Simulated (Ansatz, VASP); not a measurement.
## V: VASP beside Ansatz

File POSCAR:

```
V
1.0
    2.6042941027      0.0000000000      0.0000000000
   -1.3021470513      2.2553848518      0.0000000000
    0.0000000000      0.0000000000      4.7233360000
V
2
Direct
    0.3333333333      0.6666666667      0.2500000000
    0.6666666667      0.3333333333      0.7500000000
```

File INCAR.step1:

```
SYSTEM = V
  ALGO = Normal
  EDIFF = 1E-4
  ENCUT = 520
  GGA = PE
  ISMEAR = -1
  ISPIN = 2
  LASPH = .TRUE.
  LCHARG = .FALSE.
  LMAXMIX = 4
  LREAL = .FALSE.
  LWAVE = .TRUE.
  MAGMOM = 2 2
  NBANDS = 24
  NELM = 150
  PREC = Accurate
  SIGMA = 0.05
```

File INCAR.step2:

```
SYSTEM = V
  ALGO = Normal
  EDIFF = 1E-6
  ENCUT = 520
  ISIF = 2
  ISMEAR = -1
  ISPIN = 2
  ISTART = 1
  LASPH = .TRUE.
  LCHARG = .TRUE.
  LELF = .TRUE.
  LMAXMIX = 4
  LMIXTAU = .TRUE.
  LORBIT = 11
  LREAL = .FALSE.
  LVHAR = .TRUE.
  LWAVE = .FALSE.
  MAGMOM = 2 2
  METAGGA = R2SCAN
  NBANDS = 24
  NELM = 150
  PREC = Accurate
  SIGMA = 0.05
```

File KPOINTS:

```
k-points
0
G
  12 12 6
  0 0 0
```

input.yaml

```yaml
crystal:
  lattice:
    - [2.6042941027, 0.0, 0.0]
    - [-1.3021470513, 2.2553848518, 0.0]
    - [0.0, 0.0, 4.723336]
  atoms:
    - { symbol: V, position: [0.3333333333, 0.6666666667, 0.25], spin: 2.0 }
    - { symbol: V, position: [0.6666666667, 0.3333333333, 0.75], spin: 2.0 }
hamiltonian:
  xc: r2scan
  pseudopotentials: { kind: paw }
magnetization:
  spin_polarized: true
kpoints:
  mp_grid: { grid: [12, 12, 6] }
scf:
  occupations: { method: fermi_dirac, width: 0.05 }
output:
  forces: true
  stress: true
  eigenvalues: true
  write_density: true
  write_potential: true
  elf: true
  volumetric_format: npy
```

Alike in both runs: task single point; functional r2SCAN; k mesh 12 × 12 × 6; occupations fermi-dirac, width 0.05 eV; collinear spin.

|  | VASP | Ansatz |
| --- | --- | --- |
| version | VASP 6.6.1 | Ansatz 0.2.0 |
| potentials or method | VASP PAW PBE potentials, release 64 (V_sv) | Ansatz PAW |
| plane-wave cutoff (eV) | 520 | 500 |
| valence electrons in the cell | 26 | 26 |

|  | VASP | Ansatz | Ansatz less VASP |
| --- | --- | --- | --- |
| gap on the k mesh at the Fermi level (eV) | none | none | - |
| pressure (GPa) | -2.6 | -3.2 | -0.59 |
| traceless stress, the component that is largest in VASP (GPa) | -0.94 | -0.88 | +0.058 |
| net moment per atom (μB) | 0.00 | 0.00 | 0.000 |

VASP's potentials were made for PBE, not for r2SCAN. A gap of «none» marks a metal or a gap that the smearing closes. With one functional, cell and mesh, what is left measures potentials, basis and numerics.

Noted on Ansatz's run: the magnetic or orbital state may not be the lowest.
